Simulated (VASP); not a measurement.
Wanted: the native input for a VASP 6.6.1 run.

```
Task                   : electric field gradients
Functional             : PBEsol
Potentials or basis    : VASP PAW PBE potentials, release 64 (Ti_sv, Pt)
Cutoff                 : 520 eV
k mesh                 : 9 × 9 × 9
Occupations            : fermi-dirac, width 0.05 eV
Spin                   : no spin polarisation
Dipole correction      : no
Further INCAR settings : ALGO = Normal; EDIFF = 1e-08; NBANDS = 29
```

The structure of TiPt3 lies in POSCAR:

```
TiPt3
1.0
    3.8970000000      0.0000000000      0.0000000000
    0.0000000000      3.8970000000      0.0000000000
    0.0000000000      0.0000000000      3.9749400000
Ti Pt
1 3
Direct
    0.0000000000      0.0000000000      0.0000000000
    0.0000000000      0.5000000000      0.5000000000
    0.5000000000      0.0000000000      0.5000000000
    0.5000000000      0.5000000000      0.0000000000
```

This cell differs from its parent crystal: zz strain of +2 %.

These files were run (other wordings do the same):

INCAR

```
  PREC = Accurate
  ENCUT = 520
  EDIFF = 1E-8
  ISMEAR = -1
  SIGMA = 0.05
  LREAL = F
  LASPH = T
  NELM = 100
  ALGO = Normal
  ISIF = 2
  LWAVE = F
  LCHARG = F
  GGA = PS
  LEFG = T
  NBANDS = 29
```

KPOINTS

```
Automatic mesh
0
Gamma
  9 9 9
```

Potentials or basis: VASP PAW PBE potentials, release 64 (Ti_sv, Pt).

Launch:

```sh
$ cat potpaw_PBE.64/Ti_sv/POTCAR potpaw_PBE.64/Pt/POTCAR > POTCAR
$ mpirun -np 1 vasp_std > vasp.out
```

It gave:

| Quantity | Value |
| --- | --- |
| Pressure | -4.7 GPa |
| Band gap on the k mesh | zero (bands 21 and 22 overlap by 1.45 eV) |
| Largest electric field gradient by atom | Ti +1.3; Pt -66.6, -64.8 (each value once) V/Å² |

Caveat: the cell differs from its parent crystal (zz strain of +2 %); the cell stands under tension; without QUAD_EFG the Cq values of the log hold for a quadrupole moment of 1 mb, not for the nuclei; the PAW data sets were made with another functional, which shifts forces and pressure a little; spin-orbit coupling is left out, which moves the levels of the heavy elements.

Run time: 2.8 min on 1 thread of Intel(R) Xeon(R) Platinum 8259CL CPU @ 2.50GHz (Skylake/Cascade Lake), with other jobs on the host, peak memory 0.25 GiB.
